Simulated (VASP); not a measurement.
Al: single point with PBEsol

The system is Al.

```
CELL_PARAMETERS angstrom
0.00000 1.89858 1.89858
1.89858 0.00000 1.89858
1.89858 1.89858 0.00000
ATOMIC_POSITIONS crystal
Al 0.00000 0.00000 0.00000
```

```yaml
Program: VASP 6.6.1
Task: single point
Functional: PBEsol
Potentials_or_basis: VASP PAW PBE potentials, release 64 (Al)
Cutoff: 520 eV
k_mesh: 11 × 11 × 11
Occupations: fermi-dirac, width 0.05 eV
Spin: no spin polarisation
Dipole_correction: no
Further_INCAR_settings: ALGO = Normal; EDIFF = 1e-06; NBANDS = 8
```

```
Pressure : 20.2 GPa
```

Levels at points of the mesh, in eV from the Fermi level:
| k point | band 1 | band 2 | band 3 | band 4 | band 5 |
| --- | --- | --- | --- | --- | --- |
| (0.00, 0.00, 0.00) | -12.48 | 13.67 | 13.67 | 13.67 | 16.70 |

Run time: 10 s on 1 thread of AMD EPYC 7R13 (shared host), peak memory 0.09 GiB.

Caveat: the PAW data sets were made with another functional, which shifts forces and pressure a little.
